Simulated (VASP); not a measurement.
# Pt (Fm-3m) in VASP: notebook

The runs below take Pt through single point, with PBE.

Program: VASP 6.6.1. These are calculated values, not measurements. Logs are shortened: lines on timing, memory, paths and dates and some standing lists are left out, and cuts for length are marked.

## 1. The cell of the first run

The structure is cubic, space group Fm-3m (No. 225). Conventional cell: a = 3.920 Å, b = 3.920 Å, c = 3.920 Å, α = 90.00°, β = 90.00°, γ = 90.00°. Within 3.7 Å of Pt (site symmetry m-3m) lie 12 Pt at 2.77 Å.

## 2. Single point, PBE

Contents of INCAR:

```
ALGO = Normal
EDIFF = 1E-6
ENCUT = 520
GGA = PE
ISIF = 2
ISMEAR = 0
LASPH = True
LCHARG = False
LREAL = False
LWAVE = False
NBANDS = 11
NELM = 100
PREC = Accurate
SIGMA = 0.05
```

Contents of KPOINTS:

```
k-points
0
Gamma
  18 18 18
```

Contents of POSCAR:

```
Pt
1.0
    0.0000000000      1.9600000000      1.9600000000
    1.9600000000      0.0000000000      1.9600000000
    1.9600000000      1.9600000000      0.0000000000
Pt
1
Direct
    0.0000000000      0.0000000000      0.0000000000
```

Potentials or basis: VASP PAW PBE potentials, release 64 (Pt).

The run is started by

```bash
cat potpaw_PBE.64/Pt/POTCAR > POTCAR
mpirun -np 1 vasp_std > vasp.out
```

OUTCAR:

```text
EDIFF = 1E-6
   ENCUT = 520
   GGA = PE
   ISIF = 2
   ISMEAR = 0
   LASPH = True
   LREAL = False
   NELM = 100
   PREC = Accurate

 ion  position               nearest neighbor table
   1  0.000  0.000  0.000-

  LATTYP: Found a face centered cubic cell.
 ALAT       =     3.9200000000

  Lattice vectors:

 A1 = (   0.0000000000,   1.9600000000,   1.9600000000)
 A2 = (   1.9600000000,   0.0000000000,   1.9600000000)
 A3 = (   1.9600000000,   1.9600000000,   0.0000000000)

Analysis of symmetry for initial positions (statically):
=====================================================================
 Subroutine PRICEL returns:
 Original cell was already a primitive cell.

 Routine SETGRP: Setting up the symmetry group for a
 face centered cubic supercell.

 Subroutine GETGRP returns: Found 48 space group operations
 (whereof 48 operations were pure point group operations)
 out of a pool of 48 trial point group operations.

The static configuration has the point symmetry O_h .

Analysis of symmetry for dynamics (positions and initial velocities):
=====================================================================
 Subroutine PRICEL returns:
 Original cell was already a primitive cell.

 Routine SETGRP: Setting up the symmetry group for a
 face centered cubic supercell.

 Subroutine GETGRP returns: Found 48 space group operations
 (whereof 48 operations were pure point group operations)
 out of a pool of 48 trial point group operations.

The dynamic configuration has the point symmetry O_h .

 Subroutine INISYM returns: Found 48 space group operations
 (whereof 48 operations are pure point group operations),
 and found     1 'primitive' translations

----------------------------------------------------------------------------------------

                                     Primitive cell

  volume of cell :      15.0591

  direct lattice vectors                    reciprocal lattice vectors
     0.000000000  1.960000000  1.960000000    -0.255102041  0.255102041  0.255102041
     1.960000000  0.000000000  1.960000000     0.255102041 -0.255102041  0.255102041
     1.960000000  1.960000000  0.000000000     0.255102041  0.255102041 -0.255102041

  length of vectors
     2.771858582  2.771858582  2.771858582     0.441849696  0.441849696  0.441849696

  position of ions in fractional coordinates (direct lattice)
     0.000000000  0.000000000  0.000000000

  ion indices of the primitive-cell ions
   primitive index   ion index
                 1           1

----------------------------------------------------------------------------------------

 KPOINTS: k-points

Automatic generation of k-mesh.
 Grid dimensions read from file:
 generate k-points for:   18   18   18

 Generating k-lattice:

  Cartesian coordinates                     Fractional coordinates (reciprocal lattice)
    -0.014172336  0.014172336  0.014172336     0.055555556  0.000000000  0.000000000
     0.014172336 -0.014172336  0.014172336     0.000000000  0.055555556  0.000000000
     0.014172336  0.014172336 -0.014172336     0.000000000  0.000000000  0.055555556

  Length of vectors
     0.024547205  0.024547205  0.024547205

  Shift w.r.t. Gamma in fractional coordinates (k-lattice)
     0.000000000  0.000000000  0.000000000

 Subroutine IBZKPT returns following result:
 ===========================================

 Found    195 irreducible k-points:

 Following reciprocal coordinates:
            Coordinates               Weight
  0.000000  0.000000  0.000000      1.000000
  0.055556  0.000000  0.000000      8.000000
  0.111111  0.000000  0.000000      8.000000
  0.166667  0.000000  0.000000      8.000000
  0.222222  0.000000  0.000000      8.000000
  0.277778  0.000000  0.000000      8.000000
[... 16 lines left out ...]
 -0.277778  0.055556  0.000000     24.000000
 -0.222222  0.055556  0.000000     24.000000
 [... further k-points ...]
   k-points           NKPTS =    195   k-points in BZ     NKDIM =    195   number of bands    NBANDS=     11
   number of dos      NEDOS =    301   number of ions     NIONS =      1
   total plane-waves  NPLWV =  13824
   dimension x,y,z NGX =    24 NGY =   24 NGZ =   24
   dimension x,y,z NGXF=    48 NGYF=   48 NGZF=   48
   ions per type =               1
   NGX,Y,Z   is equivalent  to a cutoff of  14.39, 14.39, 14.39 a.u.
   NGXF,Y,Z  is equivalent  to a cutoff of  28.79, 28.79, 28.79 a.u.
 SYSTEM =  unknown system
   PREC   = accura    normal or accurate (medium, high low for compatibility)
   ISTART =      0    job   : 0-new  1-cont  2-samecut
   ICHARG =      2    charge: 1-file 2-atom 10-const
   ISPIN  =      1    spin polarized calculation?
   LNONCOLLINEAR =      F non collinear calculations
   LSORBIT =      F    spin-orbit coupling
   LASPH  =      T    aspherical Exc in radial PAW
   ENCUT  =  520.0 eV  38.22 Ry    6.18 a.u.   5.15  5.15  5.15*2*pi/ulx,y,z
   NELM   =    100;   NELMIN=  2; NELMDL= -5     # of ELM steps
   EDIFF  = 0.1E-05   stopping-criterion for ELM
   LREAL  =      F    real-space projection
   EDIFFG = 0.1E-04   stopping-criterion for IOM
   NSW    =      0    number of steps for IOM
   IBRION =     -1    ionic relax: 0-MD 1-quasi-New 2-CG
   NFREE  =      0    steps in history (QN), initial steepest desc. (CG)
   ISIF   =      2    stress and relaxation
   ISYM   =      2    0-nonsym 1-usesym 2-fastsym
   POTIM  = 0.5000    time-step for ionic-motion
   TEBEG  =    0.0;   TEEND  =   0.0 temperature during run
   PSTRESS=    0.0 pullay stress
   NELECT =      10.0000    total number of electrons
   NUPDOWN=      -1.0000    fix difference up-down
   EMIN   =  10.00;   EMAX   =-10.00  energy-range for DOS
   EFERMI =   0.00;   METHOD = LEGACY
   ISMEAR =     0;   SIGMA  =   0.05  broadening in eV -4-tet -1-fermi 0-gaus
   EFERMI_NEDOS =   21; number of points for ismear=-14 and -15
   IALGO  =     38    algorithm
   IMIX   =      4    mixing-type and parameters
     AMIX     =   0.40;   BMIX     =  1.00
     AMIX_MAG =   1.60;   BMIX_MAG =  1.00
  volume/ion in A,a.u.               =      15.06       101.62
  Fermi-wavevector in a.u.,A,eV,Ry     =   1.428265  2.699029 27.755077  2.039941
  Thomas-Fermi vector in A             =   2.548345
   LORBIT       =      0    0 simple, 1 ext, 2 COOP (PROOUT), +10 PAW based schemes
   GGA     = PE    functional components
   LHFCALC =     F    Hartree Fock is set to
   AEXX    =    0.0000 exact exchange contribution
   IVDW    =     0    specifies the selected vdW correction
   LEPSILON=     F    determine dielectric tensor
   LRPA    =     F    only Hartree local field effects (RPA)
 non-spin polarized calculation
 Gauss-broadening in eV      SIGMA  =   0.05
  energy-cutoff  :      520.00
  volume of cell :       15.06
 maximum number of plane-waves:       419
 NGX is ok and might be reduce to    24
   NGX = 11   NGY = 11   NGZ = 11

 number of electron      10.0000000 magnetization

 Free energy of the ion-electron system (eV)
  ---------------------------------------------------
  ext. energy  EPLUGINS =         0.00000000
  ---------------------------------------------------
  free energy    TOTEN  =        -6.07896569 eV

  energy without entropy =       -6.07611247  energy(sigma->0) =       -6.07753908

 E-fermi :  11.2970     XC(G=0): -13.4997

 val. band max:       11.2967684099   @ k =  -0.3333   0.3889   0.1111
 cond. band min:      11.3115527857   @ k =   0.4444   0.1111   0.0000
 fundamental gap:      0.0147843759
 Fermi energy:        11.2969732290

 k-point     1 :       0.0000    0.0000    0.0000
  band No.  band energies     occupation
      1       1.0601      2.00000
      2       7.4948      2.00000
      3       7.4948      2.00000
      4       7.4948      2.00000
      5       9.6549      2.00000
      6       9.6549      2.00000
      7      25.9290      0.00000
      8      30.9036      0.00000
      9      30.9036      0.00000
     10      30.9036      0.00000
     11      36.2536      0.00000

 k-point     2 :       0.0556    0.0000    0.0000
  band No.  band energies     occupation
      1       1.1849      2.00000
      2       7.4385      2.00000
      3       7.5448      2.00000
      4       7.5448      2.00000
      5       9.6265      2.00000
      6       9.6265      2.00000
      7      26.1244      0.00000
      8      30.2350      0.00000
      9      31.0958      0.00000
     10      31.0958      0.00000
     11      36.9951      0.00000

 k-point     3 :       0.1111    0.0000    0.0000
  band No.  band energies     occupation
      1       1.5478      2.00000
      2       7.2940      2.00000
      3       7.6755      2.00000
      4       7.6755      2.00000
      5       9.5659      2.00000
      6       9.5659      2.00000
      7      26.6568      0.00000
      8      28.8334      0.00000
      9      31.6548      0.00000
     10      31.6548      0.00000
     11      37.8283      0.00000

 k-point     4 :       0.1667    0.0000    0.0000
  band No.  band energies     occupation
      1       2.1092      2.00000
      2       7.1325      2.00000
      3       7.8227      2.00000
      4       7.8227      2.00000
      5       9.5497      2.00000
      6       9.5497      2.00000
      7      27.2061      0.00000
      8      27.3607      0.00000
      9      32.5241      0.00000
     10      32.5241      0.00000
     11      36.2616      0.00000

 k-point     5 :       0.2222    0.0000    0.0000
  band No.  band energies     occupation
      1       2.7806      2.00000
      2       7.0768      2.00000
      3       7.8860      2.00000
      4       7.8860      2.00000
      5       9.6876      2.00000
      6       9.6876      2.00000
      7      25.5196      0.00000
      8      27.7396      0.00000
      9      33.5588      0.00000
     10      33.5588      0.00000
     11      34.9646      0.00000

 k-point     6 :       0.2778    0.0000    0.0000
  band No.  band energies     occupation
      1       3.3974      2.00000
      2       7.3110      2.00000
      3       7.8232      2.00000
      4       7.8232      2.00000
      5      10.0187      2.00000
      6      10.0187      2.00000
      7      23.6538      0.00000
      8      27.4328      0.00000
      9      33.9307      0.00000
     10      33.9307      0.00000
     11      35.0711      0.00000

 k-point     7 :       0.3333    0.0000    0.0000
  band No.  band energies     occupation
      1       3.7813      2.00000
      2       7.6907      2.00000
      3       7.6907      2.00000
      4       8.0040      2.00000
      5      10.4612      2.00000
      6      10.4612      2.00000
      7      21.6292      0.00000
      8      26.7081      0.00000
      9      32.6938      0.00000
     10      32.6938      0.00000
     11      36.3682      0.00000

 k-point     8 :       0.3889    0.0000    0.0000
  band No.  band energies     occupation
      1       3.9255      2.00000
      2       7.5566      2.00000
      3       7.5566      2.00000
      4       9.0957      2.00000
      5      10.8964      2.00000
      6      10.8964      2.00000
      7      19.6000      0.00000
      8      26.0510      0.00000
      9      31.4268      0.00000
     10      31.4268      0.00000
     11      38.2215      0.00000
[... 141 lines left out ...]
 k-point    19 :       0.5000    0.0556    0.0000
  band No.  band energies     occupation
      1       4.0521      2.00000
      2       7.3473      2.00000
      3       7.5179      2.00000
      4       9.9777      2.00000
      5      11.3390      0.23497
      6      12.1385      0.00000
      7      17.2021      0.00000
      8      25.6912      0.00000
      9      30.0689      0.00000
     10      30.1226      0.00000
     11      39.4605      0.00000

 k-point    20 :      -0.4444    0.0556    0.0000
  band No.  band energies     occupation
      1       4.0539      2.00000
      2       7.3705      2.00000
      3       7.5174      2.00000
      4       9.8957      2.00000
      5      11.1835      1.99868
      6      12.0836      0.00000
      7      17.4779      0.00000
      8      25.7359      0.00000
      9      29.8676      0.00000
     10      30.5247      0.00000
     11      39.1257      0.00000

 k-point    21 :      -0.3889    0.0556    0.0000
  band No.  band energies     occupation
      1       4.0457      2.00000
      2       7.4600      2.00000
      3       7.5833      2.00000
      4       9.1331      2.00000
      5      10.8257      2.00000
      6      11.6053      0.00000
      7      18.9903      0.00000
      8      26.0476      0.00000
      9      30.1993      0.00000
     10      31.4817      0.00000
     11      37.8037      0.00000

 k-point    22 :      -0.3333    0.0556    0.0000
  band No.  band energies     occupation
      1       3.9586      2.00000
      2       7.5917      2.00000
      3       7.7046      2.00000
      4       8.1327      2.00000
      5      10.3469      2.00000
      6      11.0930      2.00000
      7      20.9821      0.00000
      8      26.6110      0.00000
      9      30.9509      0.00000
     10      32.9200      0.00000
     11      36.1000      0.00000

 k-point    23 :      -0.2778    0.0556    0.0000
  band No.  band energies     occupation
      1       3.6653      2.00000
      2       7.3289      2.00000
      3       7.7768      2.00000
      4       7.8506      2.00000
      5       9.8512      2.00000
      6      10.5859      2.00000
      7      23.0544      0.00000
      8      27.3305      0.00000
      9      31.8786      0.00000
     10      34.4927      0.00000
     11      34.7364      0.00000

 k-point    24 :      -0.2222    0.0556    0.0000
  band No.  band energies     occupation
      1       3.1079      2.00000
      2       7.0023      2.00000
      3       7.8869      2.00000
      4       7.9546      2.00000
      5       9.4601      2.00000
      6      10.1432      2.00000
      7      24.9927      0.00000
      8      27.8438      0.00000
      9      32.3798      0.00000
     10      33.7858      0.00000
     11      35.0312      0.00000

 [... further k-points ...]
[... 5 lines left out ...]
  --------------------------------------------------------------------------------------
  -------------------------------------------------------------------------------------
  Total        0.9279763      0.9279763      0.9279763      0.0000000      0.0000000      0.0000000
  in kB       98.7300275     98.7300275     98.7300275      0.0000000      0.0000000      0.0000000
  external PRESSURE =      98.7300275 kB  Pullay stress =       0.0000000 kB

 VOLUME and BASIS-vectors are now :
 -----------------------------------------------------------------------------
  energy-cutoff  :      520.00
  volume of cell :       15.06
      direct lattice vectors                 reciprocal lattice vectors
     0.000000000  1.960000000  1.960000000    -0.255102041  0.255102041  0.255102041
     1.960000000  0.000000000  1.960000000     0.255102041 -0.255102041  0.255102041
     1.960000000  1.960000000  0.000000000     0.255102041  0.255102041 -0.255102041

 POSITION                                       TOTAL-FORCE (eV/Angst)
 -----------------------------------------------------------------------------------
      0.00000      0.00000      0.00000         0.000000      0.000000     -0.000000
 -----------------------------------------------------------------------------------
    total drift:                               -0.000000      0.000000      0.000000

  FREE ENERGIE OF THE ION-ELECTRON SYSTEM (eV)
  ---------------------------------------------------
  free  energy   TOTEN  =        -6.0789656928 eV

  energy  without entropy=       -6.0761124734  energy(sigma->0) =       -6.07753908
```

Run time: 69 s. Hardware: 1 thread of AMD EPYC 7R13, shared host; peak memory 0.14 GiB.

Results:

* Free energy: -6.0790 eV
* Pressure: 9.9 GPa
* Band gap on the k mesh: zero (band 5 reaches 11.79 eV, above the bottom of band 6 at 9.55 eV)

Caveat: spin-orbit coupling is left out, which moves the levels of the heavy elements.

[end of part 1 of 2]
